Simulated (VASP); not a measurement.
# SnRu4 (P-43m) in VASP: a series of runs, part 3 of 3

VASP 6.6.1.

## 5. Relaxation of cell and atoms, PBE

File INCAR:

```
ALGO     = Normal         # electronic algorithm
EDIFF    = 1E-6           # SCF threshold, eV
EDIFFG   = -0.04          # ionic threshold
ENCUT    = 600            # plane-wave cutoff, eV
GGA      = PE             # functional
IBRION   = 2              # ionic algorithm
ISIF     = 3              # what is computed and relaxed
ISMEAR   = 0              # smearing method
LASPH    = True           # aspherical terms in the spheres
LCHARG   = False          # write CHGCAR
LREAL    = False          # projectors in reciprocal space
LWAVE    = False          # write WAVECAR
NELM     = 60             # most SCF steps
NSW      = 90             # ionic steps
PREC     = Accurate       # precision mode
SIGMA    = 0.1            # smearing width, eV
```

File KPOINTS:

```
k-points
0
Gamma
  4 4 4
```

File POSCAR:

```
SnRu4
1.0
    4.4651049600      0.0000000000      0.0000000000
    0.0000000000      4.4651049600      0.0000000000
    0.0000000000      0.0000000000      4.4651049600
Sn Ru
1 4
Direct
    0.0000000000      0.0000000000      0.0000000000
    0.2500000000      0.2500000000      0.2500000000
    0.7500000000      0.7500000000      0.2500000000
    0.2500000000      0.7500000000      0.7500000000
    0.7500000000      0.2500000000      0.7500000000
```

Potentials or basis: VASP PAW PBE potentials, release 64 (Sn_d, Ru_pv).

Started as:

```console
$ cat potpaw_PBE.64/Sn_d/POTCAR potpaw_PBE.64/Ru_pv/POTCAR > POTCAR
$ mpirun -np 1 vasp_std > vasp.out
```

OUTCAR:

```text
EDIFF = 1E-6
   EDIFFG = -0.04
   ENCUT = 600
   GGA = PE
   IBRION = 2
   ISIF = 3
   ISMEAR = 0
   LASPH = True
   LREAL = False
   NELM = 60
   NSW = 90
   PREC = Accurate

 ion  position               nearest neighbor table
   1  0.000  0.000  0.000-   2 1.93   3 1.93   4 1.93   5 1.93
   2  0.250  0.250  0.250-   1 1.93   3 3.16   4 3.16   5 3.16   4 3.16   5 3.16   3 3.16   4 3.16
                             4 3.16   3 3.16   5 3.16   5 3.16   3 3.16
   3  0.750  0.750  0.250-   1 1.93   2 3.16   4 3.16   5 3.16   4 3.16   5 3.16   2 3.16   5 3.16
                             5 3.16   2 3.16   4 3.16   4 3.16   2 3.16
   4  0.250  0.750  0.750-   1 1.93   2 3.16   3 3.16   5 3.16   2 3.16   3 3.16   2 3.16   5 3.16
                             2 3.16   3 3.16   5 3.16   3 3.16   5 3.16
   5  0.750  0.250  0.750-   1 1.93   2 3.16   3 3.16   4 3.16   2 3.16   3 3.16   3 3.16   4 3.16
                             3 3.16   2 3.16   4 3.16   2 3.16   4 3.16

  LATTYP: Found a simple cubic cell.
 ALAT       =     4.4651049600

[... 182 lines left out ...]
  in kB      811.8560432    811.8560432    811.8560432      0.0000000      0.0000000     -0.0000000
  external PRESSURE =     811.8560432 kB  Pullay stress =       0.0000000 kB
[... 1015 lines left out ...]
     41       5.7544      0.00000
     42       5.7544      0.00000

[... ionic steps 4 to 8 ...]

--------------------------------------- Ionic step        9  -------------------------------------------

 number of electron      69.9999997 magnetization

------------------------ aborting loop because EDIFF is reached ----------------------------------------
[... 73 lines left out ...]
--------------------------------------- Ionic step       11  -------------------------------------------

 number of electron      70.0000016 magnetization

 Free energy of the ion-electron system (eV)
  ---------------------------------------------------
  ext. energy  EPLUGINS =         0.00000000
  ---------------------------------------------------
  free energy    TOTEN  =       -34.06677991 eV

  energy without entropy =      -34.02847516  energy(sigma->0) =      -34.04762753

 E-fermi :   8.5486     XC(G=0): -11.8810

 val. band max:        8.5372564617   @ k =   0.5000   0.2500   0.2500
 cond. band min:       8.5696461436   @ k =   0.2500   0.0000   0.0000
 fundamental gap:      0.0323896819
 Fermi energy:         8.5486404955
[... 480 lines left out ...]
  FREE ENERGIE OF THE ION-ELECTRON SYSTEM (eV)
  ---------------------------------------------------
  free  energy   TOTEN  =       -34.0667799107 eV

  energy  without entropy=      -34.0284751578  energy(sigma->0) =      -34.04762753

 reached required accuracy - stopping structural energy minimisation
```

OSZICAR:

```text
N       E                     dE             d eps       ncg     rms          rms(c)
DAV:   1     0.105261705020E+04    0.10526E+04   -0.42921E+04   882   0.245E+03
DAV:   2     0.727223803002E+02   -0.97989E+03   -0.96333E+03   866   0.704E+02
DAV:   3    -0.115002624222E+02   -0.84223E+02   -0.79620E+02   922   0.181E+02
[... 133 lines left out ...]
DAV:   3    -0.340667710876E+02    0.12951E-03   -0.96810E-04   974   0.227E-01    0.532E-02
DAV:   4    -0.340667671801E+02    0.39075E-05   -0.21815E-04   990   0.115E-01    0.193E-02
DAV:   5    -0.340667753520E+02   -0.81719E-05   -0.17871E-05   924   0.284E-02    0.955E-03
DAV:   6    -0.340667795357E+02   -0.41837E-05   -0.45358E-06   736   0.129E-02    0.228E-03
DAV:   7    -0.340667799107E+02   -0.37499E-06   -0.37685E-07   438   0.564E-03
  11 F= -.34066780E+02 E0= -.34047628E+02  d E =-.645706E+00
```

CONTCAR:

```text
SnRu4
   1.00000000000000
     4.5761139914906588   -0.0000000000000000   -0.0000000000000000
     0.0000000000000000    4.5761139914906588   -0.0000000000000000
     0.0000000000000000    0.0000000000000000    4.5761139914906588
  Sn              Ru
     1     4
Direct
     0.0000000000000000    0.0000000000000000    0.0000000000000000
     0.3090255595099782    0.3090255595099782    0.3090255595099782
     0.6909744404900218    0.6909744404900218    0.3090255595099782
     0.3090255595099782    0.6909744404900218    0.6909744404900218
     0.6909744404900218    0.3090255595099782    0.6909744404900218

  0.00000000E+00  0.00000000E+00  0.00000000E+00
  0.00000000E+00  0.00000000E+00  0.00000000E+00
  0.00000000E+00  0.00000000E+00  0.00000000E+00
  0.00000000E+00  0.00000000E+00  0.00000000E+00
  0.00000000E+00  0.00000000E+00  0.00000000E+00
```

It took 4.9 min on 1 thread of Intel Xeon Platinum 8259CL at 2.50GHz (Skylake/Cascade Lake), shared host; peak memory 0.23 GiB.

What came out:

```
Free energy                           : -34.0668 eV
Relaxed volume                        : 19.17 Å³/atom
Relaxed cell                          : a = 4.576 Å, b = 4.576 Å, c = 4.576 Å, α = 90.00°, β = 90.00°, γ = 90.00°
Space group after relaxing (to 0.1 Å) : P-43m (No. 215)
Pressure after relaxing               : -0.2 GPa
Band gap on the k mesh                : zero (bands 35 and 36 overlap by 0.47 eV)
```

Final structure:
```
Sn Ru
1.0
     4.57611    0.00000    0.00000
     0.00000    4.57611    0.00000
     0.00000    0.00000    4.57611
Sn Ru
1 4
Direct
  0.00000 0.00000 0.00000
  0.30903 0.30903 0.30903
  0.69097 0.69097 0.30903
  0.30903 0.69097 0.69097
  0.69097 0.30903 0.69097
```

Caveat: spin-orbit coupling is left out, which moves the levels of the heavy elements.

## 6. Relaxation of cell and atoms, PBE

This run uses another cell than the first one, of 19.19 Å³/atom.

File INCAR:

```
PREC = Accurate ; ENCUT = 600
EDIFF = 1E-6 ; ISMEAR = 0
SIGMA = 0.1 ; LREAL = F
LASPH = T ; NELM = 80
ALGO = Fast ; ISIF = 3
LWAVE = F ; LCHARG = F
GGA = PE ; IBRION = 2
NSW = 100 ; EDIFFG = -0.01
```

File KPOINTS:

```
Automatic mesh
0
Gamma
  8 8 8
```

File POSCAR:

```
SnRu4
1.0
    4.5781558258      0.0000000000      0.0000000000
    0.0000000000      4.5781558258      0.0000000000
    0.0000000000      0.0000000000      4.5781558258
Sn Ru
1 4
Direct
    0.0000000000      0.0000000000      0.0000000000
    0.3092569545      0.3092569545      0.3092569545
    0.6907430455      0.6907430455      0.3092569545
    0.3092569545      0.6907430455      0.6907430455
    0.6907430455      0.3092569545      0.6907430455
```

Potentials or basis: VASP PAW PBE potentials, release 64 (Sn_d, Ru_pv).

Started as:

```console
$ cat potpaw_PBE.64/Sn_d/POTCAR potpaw_PBE.64/Ru_pv/POTCAR > POTCAR
$ mpirun -np 1 vasp_std > vasp.out
```

OUTCAR:

```text
PREC = Accurate
   ENCUT = 600
   EDIFF = 1E-6
   ISMEAR = 0
   LREAL = F
   LASPH = T
   NELM = 80
   ISIF = 3
   GGA = PE
   IBRION = 2
   NSW = 100
   EDIFFG = -0.01

 ion  position               nearest neighbor table
   1  0.000  0.000  0.000-   2 2.45   3 2.45   4 2.45   5 2.45
   2  0.309  0.309  0.309-   1 2.45   3 2.47   4 2.47   5 2.47   4 3.33   5 3.33   3 3.33   4 3.33
                             3 3.33   5 3.33
   3  0.691  0.691  0.309-   1 2.45   2 2.47   4 2.47   5 2.47   2 3.33   4 3.33   2 3.33   5 3.33
                             4 3.33   5 3.33
   4  0.309  0.691  0.691-   1 2.45   2 2.47   3 2.47   5 2.47   2 3.33   5 3.33   2 3.33   3 3.33
                             3 3.33   5 3.33
   5  0.691  0.309  0.691-   1 2.45   2 2.47   3 2.47   4 2.47   2 3.33   4 3.33   2 3.33   3 3.33
                             3 3.33   4 3.33

  LATTYP: Found a simple cubic cell.
 ALAT       =     4.5781558258

  Lattice vectors:

 A1 = (   4.5781558258,   0.0000000000,   0.0000000000)
 A2 = (   0.0000000000,   4.5781558258,   0.0000000000)
 A3 = (   0.0000000000,   0.0000000000,   4.5781558258)

Analysis of symmetry for initial positions (statically):
=====================================================================
 Subroutine PRICEL returns:
 Original cell was already a primitive cell.

 Routine SETGRP: Setting up the symmetry group for a
 simple cubic supercell.

 Subroutine GETGRP returns: Found 24 space group operations
 (whereof 24 operations were pure point group operations)
 out of a pool of 48 trial point group operations.

The static configuration has the point symmetry T_d .

Analysis of symmetry for dynamics (positions and initial velocities):
=====================================================================
 Subroutine PRICEL returns:
 Original cell was already a primitive cell.

 Routine SETGRP: Setting up the symmetry group for a
 simple cubic supercell.

 Subroutine GETGRP returns: Found 24 space group operations
 (whereof 24 operations were pure point group operations)
 out of a pool of 48 trial point group operations.

The dynamic configuration has the point symmetry T_d .

 Subroutine INISYM returns: Found 24 space group operations
 (whereof 24 operations are pure point group operations),
 and found     1 'primitive' translations

----------------------------------------------------------------------------------------

                                     Primitive cell

  volume of cell :      95.9559

  direct lattice vectors                    reciprocal lattice vectors
     4.578155826  0.000000000  0.000000000     0.218428563  0.000000000  0.000000000
     0.000000000  4.578155826  0.000000000     0.000000000  0.218428563  0.000000000
     0.000000000  0.000000000  4.578155826     0.000000000  0.000000000  0.218428563

  length of vectors
     4.578155826  4.578155826  4.578155826     0.218428563  0.218428563  0.218428563

  position of ions in fractional coordinates (direct lattice)
     0.000000000  0.000000000  0.000000000
     0.309256955  0.309256955  0.309256955
[... 45 lines left out ...]
  0.125000  0.125000  0.000000     12.000000
[... 16 lines left out ...]
  0.375000  0.375000  0.125000     24.000000
  0.500000  0.375000  0.125000     24.000000
 [... further k-points ...]
   k-points           NKPTS =     35   k-points in BZ     NKDIM =     35   number of bands    NBANDS=     42
   number of dos      NEDOS =    301   number of ions     NIONS =      5
   total plane-waves  NPLWV =  64000
   dimension x,y,z NGX =    40 NGY =   40 NGZ =   40
   dimension x,y,z NGXF=    80 NGYF=   80 NGZF=   80
   ions per type =               1   4
   NGX,Y,Z   is equivalent  to a cutoff of  14.53, 14.53, 14.53 a.u.
   NGXF,Y,Z  is equivalent  to a cutoff of  29.05, 29.05, 29.05 a.u.
 SYSTEM =  unknown system
   PREC   = accura    normal or accurate (medium, high low for compatibility)
   ISTART =      0    job   : 0-new  1-cont  2-samecut
   ICHARG =      2    charge: 1-file 2-atom 10-const
   ISPIN  =      1    spin polarized calculation?
   LNONCOLLINEAR =      F non collinear calculations
   LSORBIT =      F    spin-orbit coupling
   LASPH  =      T    aspherical Exc in radial PAW
   ENCUT  =  600.0 eV  44.10 Ry    6.64 a.u.   9.14  9.14  9.14*2*pi/ulx,y,z
   NELM   =     80;   NELMIN=  2; NELMDL= -5     # of ELM steps
   EDIFF  = 0.1E-05   stopping-criterion for ELM
   LREAL  =      F    real-space projection
   EDIFFG = -.1E-01   stopping-criterion for IOM
   NSW    =    100    number of steps for IOM
   IBRION =      2    ionic relax: 0-MD 1-quasi-New 2-CG
   NFREE  =      1    steps in history (QN), initial steepest desc. (CG)
   ISIF   =      3    stress and relaxation
   ISYM   =      2    0-nonsym 1-usesym 2-fastsym
   POTIM  = 0.5000    time-step for ionic-motion
   TEBEG  =    0.0;   TEEND  =   0.0 temperature during run
   PSTRESS=    0.0 pullay stress
   NELECT =      70.0000    total number of electrons
   NUPDOWN=      -1.0000    fix difference up-down
   EMIN   =  10.00;   EMAX   =-10.00  energy-range for DOS
   EFERMI =   0.00;   METHOD = LEGACY
   ISMEAR =     0;   SIGMA  =   0.10  broadening in eV -4-tet -1-fermi 0-gaus
   EFERMI_NEDOS =   21; number of points for ismear=-14 and -15
   IALGO  =     68    algorithm
   IMIX   =      4    mixing-type and parameters
     AMIX     =   0.40;   BMIX     =  1.00
     AMIX_MAG =   1.60;   BMIX_MAG =  1.00
  volume/ion in A,a.u.               =      19.19       129.51
  Fermi-wavevector in a.u.,A,eV,Ry     =   1.473727  2.784940 29.550089  2.171870
  Thomas-Fermi vector in A             =   2.588585
   LORBIT       =      0    0 simple, 1 ext, 2 COOP (PROOUT), +10 PAW based schemes
   GGA     = PE    functional components
   LHFCALC =     F    Hartree Fock is set to
   AEXX    =    0.0000 exact exchange contribution
   IVDW    =     0    specifies the selected vdW correction
   LEPSILON=     F    determine dielectric tensor
   LRPA    =     F    only Hartree local field effects (RPA)
 conjugate gradient relaxation of ions
 non-spin polarized calculation
 RMM-DIIS sequential band-by-band and
 Gauss-broadening in eV      SIGMA  =   0.10
  energy-cutoff  :      600.00
  volume of cell :       95.96
 maximum number of plane-waves:      3228
 NGX is ok and might be reduce to    40
   NGX = 19   NGY = 19   NGZ = 19

--------------------------------------- Ionic step        1  -------------------------------------------

 number of electron      70.0000001 magnetization

 Free energy of the ion-electron system (eV)
  ---------------------------------------------------
  ext. energy  EPLUGINS =         0.00000000
  ---------------------------------------------------
  free energy    TOTEN  =       -34.02960155 eV

  energy without entropy =      -33.99076023  energy(sigma->0) =      -34.01018089

------------------------ aborting loop because EDIFF is reached ----------------------------------------

  FORCE on cell =-STRESS in cart. coord.  units (eV):
  Direction    XX          YY          ZZ          XY          YZ          ZX
  --------------------------------------------------------------------------------------
  -------------------------------------------------------------------------------------
  Total        0.0041711      0.0041711      0.0041711     -0.0000000     -0.0000000      0.0000000
  in kB        0.0696450      0.0696450      0.0696450     -0.0000000     -0.0000000      0.0000000
  external PRESSURE =       0.0696450 kB  Pullay stress =       0.0000000 kB
[... 65 lines left out ...]
--------------------------------------- Ionic step        3  -------------------------------------------

 number of electron      70.0000002 magnetization

 Free energy of the ion-electron system (eV)
  ---------------------------------------------------
  ext. energy  EPLUGINS =         0.00000000
  ---------------------------------------------------
  free energy    TOTEN  =       -34.02962888 eV

  energy without entropy =      -33.99082960  energy(sigma->0) =      -34.01022924

 E-fermi :   8.5924     XC(G=0): -11.8704

 val. band max:        8.5755977068   @ k =   0.3750   0.3750   0.3750
 cond. band min:       8.5975132907   @ k =   0.5000   0.1250   0.1250
 fundamental gap:      0.0219155839
 Fermi energy:         8.5923845034

 k-point     1 :       0.0000    0.0000    0.0000
  band No.  band energies     occupation
      1     -34.9337      2.00000
      2     -34.2826      2.00000
      3     -34.2826      2.00000
      4     -34.2826      2.00000
      5     -34.0718      2.00000
      6     -34.0718      2.00000
[... 1069 lines left out ...]
     41      10.1116      0.00000
     42      11.0018      0.00000

 [... further k-points ...]

------------------------ aborting loop because EDIFF is reached ----------------------------------------

  FORCE on cell =-STRESS in cart. coord.  units (eV):
  Direction    XX          YY          ZZ          XY          YZ          ZX
  --------------------------------------------------------------------------------------
  -------------------------------------------------------------------------------------
  Total        0.0133754      0.0133754      0.0133754      0.0000000      0.0000000     -0.0000000
  in kB        0.2233169      0.2233169      0.2233169      0.0000000      0.0000000     -0.0000000
  external PRESSURE =       0.2233169 kB  Pullay stress =       0.0000000 kB
[... 20 lines left out ...]
  FREE ENERGIE OF THE ION-ELECTRON SYSTEM (eV)
  ---------------------------------------------------
  free  energy   TOTEN  =       -34.0296288782 eV

  energy  without entropy=      -33.9908295964  energy(sigma->0) =      -34.01022924

 reached required accuracy - stopping structural energy minimisation
```

Wall time 4.7 min (1 thread of Intel Xeon Platinum 8259CL at 2.50GHz (Skylake/Cascade Lake), shared host); peak memory 0.34 GiB.

Results:

| Quantity | Value |
| --- | --- |
| Free energy | -34.0296 eV |
| Energy gained by relaxing | 0.0 meV/atom |
| Ionic steps | 3 |
| Pressure after relaxing | 0.0 GPa |
| Band gap on the k mesh | zero (bands 35 and 36 overlap by 0.47 eV) |

Final structure:
```xyz
5
Lattice="4.5782 0.0000 0.0000 0.0000 4.5782 0.0000 0.0000 0.0000 4.5782" Properties=species:S:1:pos:R:3 pbc="T T T"
Sn    0.0000    0.0000    0.0000
Ru    1.4162    1.4162    1.4162
Ru    3.1621    3.1621    1.4162
Ru    1.4162    3.1621    3.1621
Ru    3.1621    1.4162    3.1621
```

Levels at points of the mesh, in eV from the Fermi level:
```tsv
k point	band 31	band 32	band 33	band 34	band 35	band 36	band 37	band 38	band 39	band 40
(0.00, 0.00, 0.00)	-0.92	-0.92	-0.92	0.23	0.23	0.23	0.70	0.70	0.70	2.61
(0.50, 0.00, 0.00)	-1.44	-1.29	-1.15	-0.26	-0.26	0.21	0.24	0.93	0.93	2.51
(0.50, 0.50, 0.00)	-1.04	-1.04	-0.85	-0.68	-0.68	0.12	0.87	1.07	1.09	1.16
(0.50, 0.50, 0.50)	-1.05	-1.05	-1.05	0.41	0.41	0.83	0.83	0.83	0.91	0.91
```

Caveat: spin-orbit coupling is left out, which moves the levels of the heavy elements.

## 7. The runs side by side

```csv
task,cell,k mesh,cutoff (eV),gap on the mesh (eV),pressure (GPa),relaxed volume (Å³/atom),largest force (eV/Å)
single point,"a = 4.465 Å, 5 atoms, atomic positions A",4 × 4 × 4,520,none,81.2,-,-
single point,"a = 4.578 Å, 5 atoms, atomic positions B",4 × 4 × 4,520,none,-0.2,-,0.07
single point,"a = 4.578 Å, 5 atoms, atomic positions B",8 × 8 × 8,520,none,0.1,-,0.02
relaxation of cell and atoms,"relaxed from a = 4.465 Å, 5 atoms, atomic positions A",4 × 4 × 4,600,none,-0.2,19.17,-
relaxation of cell and atoms,"relaxed from a = 4.578 Å, 5 atoms, atomic positions B",8 × 8 × 8,600,none,0.0,19.19,-
```

Alike in all rows: level PBE; potentials or basis VASP PAW PBE potentials, release 64 (Sn_d, Ru_pv); no spin polarisation; smearing gaussian 0.1 eV.

Caveats: spin-orbit coupling is left out, which moves the levels of the heavy elements; atoms lie so close that the PAW spheres overlap strongly, which falsifies energies and pressures (at least some runs); the cell stands under pressure (at least some runs).

Absolute energies hang on the potentials; compare differences alone.
